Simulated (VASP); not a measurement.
The system is SnH5.

```xyz
6
Lattice="0.0000 3.3456 3.3456 3.3456 0.0000 3.3456 3.3456 3.3456 0.0000" Properties=species:S:1:pos:R:3 pbc="T T T"
Sn    0.0000    0.0000    0.0000
H     5.0185    5.0185    5.0185
H     4.1821    4.1821    2.5092
H     4.1821    2.5092    4.1821
H     2.5092    4.1821    4.1821
H     2.5092    2.5092    2.5092
```

```yaml
Program: VASP 6.6.1
Task: relaxation of cell and atoms
Functional: PBE
Potentials_or_basis: VASP PAW PBE potentials, release 64 (Sn_d, H)
Cutoff: 600 eV
k_mesh: 4 × 4 × 4
Occupations: gaussian, width 0.1 eV
Spin: no spin polarisation
```

At the start: pressure -12.8 GPa; volume 12.48 Å³/atom.

Where does the relaxation end?

Over 14 steps the energy falls by 440.8 meV/atom and the volume is 6.91 Å³/atom (-44.6 %); space group F-43m (No. 216, to 0.05 Å).

Step by step:
| step | energy change (eV) | largest force (eV/Å) | pressure (GPa) | volume (Å³) |
| --- | --- | --- | --- | --- |
| 1 | 0.0000 | 0.0123 | -12.79 | 74.90 |
| 2 | -0.8264 | 0.0382 | -12.77 | 64.61 |
| 3 | -2.2782 | 0.3565 | 3.65 | 39.47 |
| 4 | -2.2813 | 0.3026 | -2.79 | 42.72 |
| 5 | -2.2961 | 0.3250 | -0.23 | 41.24 |
| 6 | -2.2951 | 0.3340 | 0.84 | 40.69 |
| 7 | -2.3271 | 0.3343 | 1.12 | 40.44 |
| 8 | -2.4211 | 0.3367 | 2.31 | 39.70 |
| 9 | -2.5619 | 0.1548 | 6.65 | 38.25 |
| 10 | -2.5964 | 0.0821 | 5.35 | 38.88 |
| 11 | -2.6306 | 0.1053 | 2.94 | 40.30 |
| 12 | -2.6309 | 0.1257 | 2.72 | 40.45 |
| 13 | -2.6401 | 0.0666 | 1.62 | 40.88 |
| 14 | -2.6449 | 0.0112 | 0.14 | 41.49 |

Final structure:
```xyz
6
Lattice="0.0000 2.7477 2.7477 2.7477 0.0000 2.7477 2.7477 2.7477 0.0000" Properties=species:S:1:pos:R:3 pbc="T T T"
Sn    0.0000    0.0000    0.0000
H     4.1216    4.1216    4.1216
H     3.2560    3.2560    2.2394
H     3.2560    2.2394    3.2560
H     2.2394    3.2560    3.2560
H     2.2394    2.2394    2.2394
```

Caveat: the k points lie up to 0.50 Å⁻¹ apart in the final cell; the volume moved by over 15 % at a fixed basis, so the end points are rough.
